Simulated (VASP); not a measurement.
# Zr3Ag (Pm-3m) in VASP: a series of runs

The runs below take Zr3Ag through single point, with LDA.

Everything below comes from runs of VASP 6.6.1. Logs are shortened: lines on timing, memory, paths and dates and some standing lists are left out, and cuts for length are marked.

## (1) The cell of the first run

The structure is cubic, space group Pm-3m (No. 221). Conventional cell: a = 4.416 Å, b = 4.416 Å, c = 4.416 Å, α = 90.00°, β = 90.00°, γ = 90.00°. Within 4.1 Å of Zr (site symmetry 4/mmm) lie 8 Zr at 3.12 Å and 4 Ag at 3.12 Å. Within 4.1 Å of Ag (site symmetry m-3m) lie 12 Zr at 3.12 Å.

## (2) Single point, LDA

INCAR

```
  ALGO = Normal
  EDIFF = 1E-6
  ENCUT = 500
  GGA_COMPAT = F
  ISIF = 2
  ISMEAR = 0
  LASPH = T
  LCHARG = F
  LREAL = F
  LWAVE = F
  NBANDS = 32
  NELM = 120
  PREC = Accurate
  SIGMA = 0.05
```

KPOINTS

```
k-points
0
Gamma
  8 8 8
```

POSCAR

```
Zr3Ag
1.0
    4.4164950000      0.0000000000      0.0000000000
    0.0000000000      4.4164950000      0.0000000000
    0.0000000000      0.0000000000      4.4164950000
Zr Ag
3 1
Direct
    0.5000000000      0.5000000000      0.0000000000
    0.0000000000      0.5000000000      0.5000000000
    0.5000000000      0.0000000000      0.5000000000
    0.0000000000      0.0000000000      0.0000000000
```

Potentials or basis: VASP PAW LDA potentials, release 64 (Zr_sv, Ag).

Launch:

```sh
> cat potpaw_LDA.64/Zr_sv/POTCAR potpaw_LDA.64/Ag/POTCAR > POTCAR
> mpirun -np 1 vasp_std > vasp.out
```

OUTCAR:

```text
EDIFF = 1E-6
   ENCUT = 500
   ISIF = 2
   ISMEAR = 0
   LASPH = T
   LREAL = F
   NELM = 120
   PREC = Accurate

 ion  position               nearest neighbor table
   1  0.500  0.500  0.000-   2 3.12   3 3.12   4 3.12   2 3.12   3 3.12   3 3.12   4 3.12   3 3.12
                             2 3.12   4 3.12   2 3.12   4 3.12
   2  0.000  0.500  0.500-   1 3.12   3 3.12   4 3.12   1 3.12   4 3.12   3 3.12   4 3.12   4 3.12
                             1 3.12   3 3.12   1 3.12   3 3.12
   3  0.500  0.000  0.500-   1 3.12   2 3.12   4 3.12   1 3.12   4 3.12   1 3.12   2 3.12   1 3.12
                             2 3.12   4 3.12   4 3.12   2 3.12
   4  0.000  0.000  0.000-   1 3.12   2 3.12   3 3.12   2 3.12   3 3.12   1 3.12   2 3.12   2 3.12
                             1 3.12   3 3.12   3 3.12   1 3.12

  LATTYP: Found a simple cubic cell.
 ALAT       =     4.4164950000

  Lattice vectors:

 A1 = (   4.4164950000,   0.0000000000,   0.0000000000)
 A2 = (   0.0000000000,   4.4164950000,   0.0000000000)
 A3 = (   0.0000000000,   0.0000000000,   4.4164950000)

Analysis of symmetry for initial positions (statically):
=====================================================================
 Subroutine PRICEL returns:
 Original cell was already a primitive cell.

 Routine SETGRP: Setting up the symmetry group for a
 simple cubic supercell.

 Subroutine GETGRP returns: Found 48 space group operations
 (whereof 48 operations were pure point group operations)
 out of a pool of 48 trial point group operations.

The static configuration has the point symmetry O_h .

Analysis of symmetry for dynamics (positions and initial velocities):
=====================================================================
 Subroutine PRICEL returns:
 Original cell was already a primitive cell.

 Routine SETGRP: Setting up the symmetry group for a
 simple cubic supercell.

 Subroutine GETGRP returns: Found 48 space group operations
 (whereof 48 operations were pure point group operations)
 out of a pool of 48 trial point group operations.

The dynamic configuration has the point symmetry O_h .

 Subroutine INISYM returns: Found 48 space group operations
 (whereof 48 operations are pure point group operations),
 and found     1 'primitive' translations

----------------------------------------------------------------------------------------

                                     Primitive cell

  volume of cell :      86.1456

  direct lattice vectors                    reciprocal lattice vectors
     4.416495000  0.000000000  0.000000000     0.226423895  0.000000000  0.000000000
     0.000000000  4.416495000  0.000000000     0.000000000  0.226423895  0.000000000
     0.000000000  0.000000000  4.416495000     0.000000000  0.000000000  0.226423895

  length of vectors
     4.416495000  4.416495000  4.416495000     0.226423895  0.226423895  0.226423895

  position of ions in fractional coordinates (direct lattice)
     0.500000000  0.500000000  0.000000000
     0.000000000  0.500000000  0.500000000
     0.500000000  0.000000000  0.500000000
     0.000000000  0.000000000  0.000000000

  ion indices of the primitive-cell ions
   primitive index   ion index
                 1           1
                 2           2
                 3           3
                 4           4

----------------------------------------------------------------------------------------

 KPOINTS: k-points

Automatic generation of k-mesh.
 Grid dimensions read from file:
 generate k-points for:    8    8    8

 Generating k-lattice:

  Cartesian coordinates                     Fractional coordinates (reciprocal lattice)
     0.028302987  0.000000000  0.000000000     0.125000000  0.000000000  0.000000000
     0.000000000  0.028302987  0.000000000     0.000000000  0.125000000  0.000000000
     0.000000000  0.000000000  0.028302987     0.000000000  0.000000000  0.125000000

  Length of vectors
     0.028302987  0.028302987  0.028302987

  Shift w.r.t. Gamma in fractional coordinates (k-lattice)
     0.000000000  0.000000000  0.000000000

 Subroutine IBZKPT returns following result:
 ===========================================

 Found     35 irreducible k-points:

 Following reciprocal coordinates:
            Coordinates               Weight
  0.000000  0.000000  0.000000      1.000000
  0.125000  0.000000  0.000000      6.000000
  0.250000  0.000000  0.000000      6.000000
  0.375000  0.000000  0.000000      6.000000
  0.500000  0.000000  0.000000      3.000000
  0.125000  0.125000  0.000000     12.000000
[... 16 lines left out ...]
  0.375000  0.375000  0.125000     24.000000
  0.500000  0.375000  0.125000     24.000000
 [... further k-points ...]
   k-points           NKPTS =     35   k-points in BZ     NKDIM =     35   number of bands    NBANDS=     32
   number of dos      NEDOS =    301   number of ions     NIONS =      4
   total plane-waves  NPLWV =  32768
   dimension x,y,z NGX =    32 NGY =   32 NGZ =   32
   dimension x,y,z NGXF=    64 NGYF=   64 NGZF=   64
   ions per type =               3   1
   NGX,Y,Z   is equivalent  to a cutoff of  12.05, 12.05, 12.05 a.u.
   NGXF,Y,Z  is equivalent  to a cutoff of  24.09, 24.09, 24.09 a.u.
 SYSTEM =  unknown system
   PREC   = accura    normal or accurate (medium, high low for compatibility)
   ISTART =      0    job   : 0-new  1-cont  2-samecut
   ICHARG =      2    charge: 1-file 2-atom 10-const
   ISPIN  =      1    spin polarized calculation?
   LNONCOLLINEAR =      F non collinear calculations
   LSORBIT =      F    spin-orbit coupling
   LASPH  =      T    aspherical Exc in radial PAW
   ENCUT  =  500.0 eV  36.75 Ry    6.06 a.u.   8.05  8.05  8.05*2*pi/ulx,y,z
   NELM   =    120;   NELMIN=  2; NELMDL= -5     # of ELM steps
   EDIFF  = 0.1E-05   stopping-criterion for ELM
   LREAL  =      F    real-space projection
   EDIFFG = 0.1E-04   stopping-criterion for IOM
   NSW    =      0    number of steps for IOM
   IBRION =     -1    ionic relax: 0-MD 1-quasi-New 2-CG
   NFREE  =      0    steps in history (QN), initial steepest desc. (CG)
   ISIF   =      2    stress and relaxation
   ISYM   =      2    0-nonsym 1-usesym 2-fastsym
   POTIM  = 0.5000    time-step for ionic-motion
   TEBEG  =    0.0;   TEEND  =   0.0 temperature during run
   PSTRESS=    0.0 pullay stress
   NELECT =      47.0000    total number of electrons
   NUPDOWN=      -1.0000    fix difference up-down
   EMIN   =  10.00;   EMAX   =-10.00  energy-range for DOS
   EFERMI =   0.00;   METHOD = LEGACY
   ISMEAR =     0;   SIGMA  =   0.05  broadening in eV -4-tet -1-fermi 0-gaus
   EFERMI_NEDOS =   21; number of points for ismear=-14 and -15
   IALGO  =     38    algorithm
   IMIX   =      4    mixing-type and parameters
     AMIX     =   0.40;   BMIX     =  1.00
     AMIX_MAG =   1.60;   BMIX_MAG =  1.00
  volume/ion in A,a.u.               =      21.54       145.33
  Fermi-wavevector in a.u.,A,eV,Ry     =   1.337713  2.527912 24.347310  1.789477
  Thomas-Fermi vector in A             =   2.466240
   LORBIT       =      0    0 simple, 1 ext, 2 COOP (PROOUT), +10 PAW based schemes
   GGA     = CA    functional components
   LHFCALC =     F    Hartree Fock is set to
   AEXX    =    0.0000 exact exchange contribution
   IVDW    =     0    specifies the selected vdW correction
   LEPSILON=     F    determine dielectric tensor
   LRPA    =     F    only Hartree local field effects (RPA)
 non-spin polarized calculation
 Gauss-broadening in eV      SIGMA  =   0.05
  energy-cutoff  :      500.00
  volume of cell :       86.15
 maximum number of plane-waves:      2272
   NGX = 17   NGY = 17   NGZ = 17

 number of electron      47.0000012 magnetization

 Free energy of the ion-electron system (eV)
  ---------------------------------------------------
  ext. energy  EPLUGINS =         0.00000000
  ---------------------------------------------------
  free energy    TOTEN  =       -31.58000468 eV

  energy without entropy =      -31.56791010  energy(sigma->0) =      -31.57395739

 E-fermi :   8.5712     XC(G=0): -11.5848

 val. band max:        8.5508363364   @ k =   0.5000   0.2500   0.2500
 cond. band min:       8.5748947589   @ k =   0.3750   0.3750   0.2500
 fundamental gap:      0.0240584225
 Fermi energy:         8.5711743238

 k-point     1 :       0.0000    0.0000    0.0000
  band No.  band energies     occupation
      1     -39.7616      2.00000
      2     -39.5676      2.00000
      3     -39.5676      2.00000
      4     -18.2648      2.00000
      5     -18.2648      2.00000
      6     -18.2648      2.00000
[... 24 lines left out ...]
     31      13.0874      0.00000
     32      13.0874      0.00000

 k-point     2 :       0.1250    0.0000    0.0000
  band No.  band energies     occupation
      1     -39.7550      2.00000
      2     -39.5742      2.00000
      3     -39.5676      2.00000
      4     -18.2476      2.00000
      5     -18.2476      2.00000
      6     -18.2388      2.00000
[... 24 lines left out ...]
     31      12.7714      0.00000
     32      13.0641      0.00000

 k-point     3 :       0.2500    0.0000    0.0000
  band No.  band energies     occupation
      1     -39.7369      2.00000
      2     -39.5924      2.00000
      3     -39.5674      2.00000
      4     -18.2012      2.00000
      5     -18.2012      2.00000
      6     -18.1638      2.00000
[... 24 lines left out ...]
     31      12.1918      0.00000
     32      12.7931      0.00000

 k-point     4 :       0.3750    0.0000    0.0000
  band No.  band energies     occupation
      1     -39.7123      2.00000
      2     -39.6172      2.00000
      3     -39.5671      2.00000
      4     -18.1434      2.00000
      5     -18.1434      2.00000
      6     -18.0498      2.00000
[... 654 lines left out ...]
     31      12.0039      0.00000
     32      12.3211      0.00000

 k-point    23 :       0.3750    0.3750    0.1250
  band No.  band energies     occupation
      1     -39.6693      2.00000
      2     -39.6223      2.00000
      3     -39.6037      2.00000
      4     -18.2662      2.00000
      5     -18.1560      2.00000
      6     -17.9961      2.00000
[... 24 lines left out ...]
     31      12.0391      0.00000
     32      12.1020      0.00000

 k-point    24 :       0.5000    0.3750    0.1250
  band No.  band energies     occupation
      1     -39.6547      2.00000
      2     -39.6317      2.00000
      3     -39.6088      2.00000
      4     -18.2522      2.00000
      5     -18.1992      2.00000
      6     -17.9995      2.00000
[... 24 lines left out ...]
     31      11.8932      0.00000
     32      12.1635      0.00000

 [... further k-points ...]
[... 5 lines left out ...]
  --------------------------------------------------------------------------------------
  -------------------------------------------------------------------------------------
  Total       -4.2159738     -4.2159738     -4.2159738      0.0000000      0.0000000     -0.0000000
  in kB      -78.4106862    -78.4106862    -78.4106862      0.0000000      0.0000000     -0.0000000
  external PRESSURE =     -78.4106862 kB  Pullay stress =       0.0000000 kB

 VOLUME and BASIS-vectors are now :
 -----------------------------------------------------------------------------
  energy-cutoff  :      500.00
  volume of cell :       86.15
      direct lattice vectors                 reciprocal lattice vectors
     4.416495000  0.000000000  0.000000000     0.226423895  0.000000000  0.000000000
     0.000000000  4.416495000  0.000000000     0.000000000  0.226423895  0.000000000
     0.000000000  0.000000000  4.416495000     0.000000000  0.000000000  0.226423895

 POSITION                                       TOTAL-FORCE (eV/Angst)
 -----------------------------------------------------------------------------------
      2.20825      2.20825      0.00000         0.000000      0.000000      0.000000
      0.00000      2.20825      2.20825         0.000000      0.000000      0.000000
      2.20825      0.00000      2.20825         0.000000      0.000000      0.000000
      0.00000      0.00000      0.00000         0.000000      0.000000      0.000000
 -----------------------------------------------------------------------------------
    total drift:                                0.000000     -0.000000     -0.000000

  FREE ENERGIE OF THE ION-ELECTRON SYSTEM (eV)
  ---------------------------------------------------
  free  energy   TOTEN  =       -31.5800046809 eV

  energy  without entropy=      -31.5679100983  energy(sigma->0) =      -31.57395739
```

Run time: 98 s. Hardware: 1 thread of Intel Xeon 8259CL, shared host; peak memory 0.21 GiB.

What came out:

```yaml
Free_energy: -31.5800 eV
Pressure: -7.8 GPa
```

Levels at points of the mesh, in eV from the Fermi level:
| k point | band 20 | band 21 | band 22 | band 23 | band 24 | band 25 | band 26 | band 27 | band 28 | band 29 |
| --- | --- | --- | --- | --- | --- | --- | --- | --- | --- | --- |
| (0.00, 0.00, 0.00) | -0.88 | -0.88 | -0.88 | -0.40 | -0.40 | 2.72 | 2.72 | 2.72 | 3.16 | 3.16 |
| (0.50, 0.00, 0.00) | -1.93 | -0.93 | -0.65 | -0.65 | 0.89 | 1.08 | 1.08 | 1.37 | 1.97 | 2.51 |
| (0.50, 0.50, 0.00) | -2.10 | -0.92 | -0.84 | -0.24 | -0.20 | -0.20 | 1.30 | 1.30 | 2.21 | 2.21 |
| (0.50, 0.50, 0.50) | -1.45 | -1.45 | 0.73 | 0.73 | 0.73 | 0.88 | 0.88 | 0.88 | 1.72 | 2.87 |

## (3) Single point, LDA

INCAR

```
SYSTEM = Zr3Ag
PREC     = Accurate       ! precision mode
ENCUT    = 500            ! plane-wave cutoff, eV
EDIFF    = 1E-6           ! SCF threshold, eV
ISMEAR   = 0              ! smearing method
SIGMA    = 0.05           ! smearing width, eV
LREAL    = .False.        ! projectors in reciprocal space
LASPH    = .True.         ! aspherical terms in the spheres
NELM     = 120            ! most SCF steps
ALGO     = Normal         ! electronic algorithm
ISIF     = 2              ! what is computed and relaxed
LWAVE    = .False.        ! write WAVECAR
LCHARG   = .False.        ! write CHGCAR
NBANDS   = 32             ! bands
GGA_COMPAT= .False.
```

KPOINTS

```
Automatic mesh
0
Gamma
  8 8 8
  0 0 0
```

POSCAR is that of step 2.

Potentials or basis: VASP PAW LDA potentials, release 64 (Zr_sv, Ag).

Launch:

```sh
> cat potpaw_LDA.64/Zr_sv/POTCAR potpaw_LDA.64/Ag/POTCAR > POTCAR
> mpirun -np 1 vasp_std > vasp.out
```

OUTCAR:

```text
SYSTEM = Zr3Ag
   PREC = Accurate
   ENCUT = 500
   EDIFF = 1E-6
   ISMEAR = 0
   LREAL = .False.
   LASPH = .True.
   NELM = 120
   ISIF = 2

 ion  position               nearest neighbor table
   1  0.500  0.500  0.000-   2 3.12   3 3.12   4 3.12   2 3.12   3 3.12   3 3.12   4 3.12   3 3.12
                             2 3.12   4 3.12   2 3.12   4 3.12
   2  0.000  0.500  0.500-   1 3.12   3 3.12   4 3.12   1 3.12   4 3.12   3 3.12   4 3.12   4 3.12
                             1 3.12   3 3.12   1 3.12   3 3.12
   3  0.500  0.000  0.500-   1 3.12   2 3.12   4 3.12   1 3.12   4 3.12   1 3.12   2 3.12   1 3.12
                             2 3.12   4 3.12   4 3.12   2 3.12
   4  0.000  0.000  0.000-   1 3.12   2 3.12   3 3.12   2 3.12   3 3.12   1 3.12   2 3.12   2 3.12
                             1 3.12   3 3.12   3 3.12   1 3.12

  LATTYP: Found a simple cubic cell.
 ALAT       =     4.4164950000

  Lattice vectors:

 A1 = (   4.4164950000,   0.0000000000,   0.0000000000)
 A2 = (   0.0000000000,   4.4164950000,   0.0000000000)
 A3 = (   0.0000000000,   0.0000000000,   4.4164950000)

Analysis of symmetry for initial positions (statically):
=====================================================================
 Subroutine PRICEL returns:
 Original cell was already a primitive cell.

 Routine SETGRP: Setting up the symmetry group for a
 simple cubic supercell.

 Subroutine GETGRP returns: Found 48 space group operations
 (whereof 48 operations were pure point group operations)
 out of a pool of 48 trial point group operations.

The static configuration has the point symmetry O_h .

Analysis of symmetry for dynamics (positions and initial velocities):
=====================================================================
 Subroutine PRICEL returns:
 Original cell was already a primitive cell.

 Routine SETGRP: Setting up the symmetry group for a
 simple cubic supercell.

 Subroutine GETGRP returns: Found 48 space group operations
 (whereof 48 operations were pure point group operations)
 out of a pool of 48 trial point group operations.

[... 120 lines left out ...]
   EFERMI_NEDOS =   21; number of points for ismear=-14 and -15
   IALGO  =     38    algorithm
   IMIX   =      4    mixing-type and parameters
     AMIX     =   0.40;   BMIX     =  1.00
     AMIX_MAG =   1.60;   BMIX_MAG =  1.00
  volume/ion in A,a.u.               =      21.54       145.33
  Fermi-wavevector in a.u.,A,eV,Ry     =   1.337713  2.527912 24.347310  1.789477
  Thomas-Fermi vector in A             =   2.466240
   LORBIT       =      0    0 simple, 1 ext, 2 COOP (PROOUT), +10 PAW based schemes
   GGA     = CA    functional components
   LHFCALC =     F    Hartree Fock is set to
   AEXX    =    0.0000 exact exchange contribution
   IVDW    =     0    specifies the selected vdW correction
   LEPSILON=     F    determine dielectric tensor
   LRPA    =     F    only Hartree local field effects (RPA)
 non-spin polarized calculation
 Gauss-broadening in eV      SIGMA  =   0.05
  energy-cutoff  :      500.00
  volume of cell :       86.15
 maximum number of plane-waves:      2272
   NGX = 17   NGY = 17   NGZ = 17

 number of electron      47.0000012 magnetization

 Free energy of the ion-electron system (eV)
  ---------------------------------------------------
  ext. energy  EPLUGINS =         0.00000000
  ---------------------------------------------------
  free energy    TOTEN  =       -31.58000468 eV

  energy without entropy =      -31.56791010  energy(sigma->0) =      -31.57395739

 E-fermi :   8.5712     XC(G=0): -11.5848

 val. band max:        8.5508363364   @ k =   0.5000   0.2500   0.2500
 cond. band min:       8.5748947589   @ k =   0.3750   0.3750   0.2500
 fundamental gap:      0.0240584225
 Fermi energy:         8.5711743238

 k-point     1 :       0.0000    0.0000    0.0000
  band No.  band energies     occupation
      1     -39.7616      2.00000
      2     -39.5676      2.00000
      3     -39.5676      2.00000
      4     -18.2648      2.00000
      5     -18.2648      2.00000
      6     -18.2648      2.00000
[... 829 lines left out ...]
     31      11.8932      0.00000
     32      12.1635      0.00000

 [... further k-points ...]
[... 5 lines left out ...]
  --------------------------------------------------------------------------------------
  -------------------------------------------------------------------------------------
  Total       -4.2159738     -4.2159738     -4.2159738      0.0000000      0.0000000     -0.0000000
  in kB      -78.4106862    -78.4106862    -78.4106862      0.0000000      0.0000000     -0.0000000
  external PRESSURE =     -78.4106862 kB  Pullay stress =       0.0000000 kB

 VOLUME and BASIS-vectors are now :
 -----------------------------------------------------------------------------
  energy-cutoff  :      500.00
  volume of cell :       86.15
      direct lattice vectors                 reciprocal lattice vectors
     4.416495000  0.000000000  0.000000000     0.226423895  0.000000000  0.000000000
     0.000000000  4.416495000  0.000000000     0.000000000  0.226423895  0.000000000
     0.000000000  0.000000000  4.416495000     0.000000000  0.000000000  0.226423895

 POSITION                                       TOTAL-FORCE (eV/Angst)
 -----------------------------------------------------------------------------------
      2.20825      2.20825      0.00000         0.000000      0.000000      0.000000
      0.00000      2.20825      2.20825         0.000000      0.000000      0.000000
      2.20825      0.00000      2.20825         0.000000      0.000000      0.000000
      0.00000      0.00000      0.00000         0.000000      0.000000      0.000000
 -----------------------------------------------------------------------------------
    total drift:                                0.000000     -0.000000     -0.000000

  FREE ENERGIE OF THE ION-ELECTRON SYSTEM (eV)
  ---------------------------------------------------
  free  energy   TOTEN  =       -31.5800046809 eV

  energy  without entropy=      -31.5679100983  energy(sigma->0) =      -31.57395739
```

stdout:

```text
POSCAR found type information on POSCAR ZrAg
 POSCAR found :  2 types and       4 ions
 scaLAPACK will be used
 LDA part: xc-table for (Slater(with rela. corr.)+CA(PZ))
 , standard interpolation
 POSCAR, INCAR and KPOINTS ok, starting setup
 FFT: planning ... GRIDC
 FFT: planning ... GRID_SOFT
 FFT: planning ... GRID
 WAVECAR not read
 entering main loop
```

Wall time 1.8 min (1 thread of Intel Xeon 8259CL, shared host); peak memory 0.21 GiB.

Results:

```yaml
Free_energy: -31.5800 eV
Pressure: -7.8 GPa
```

(Part 1 of 2 ends here.)
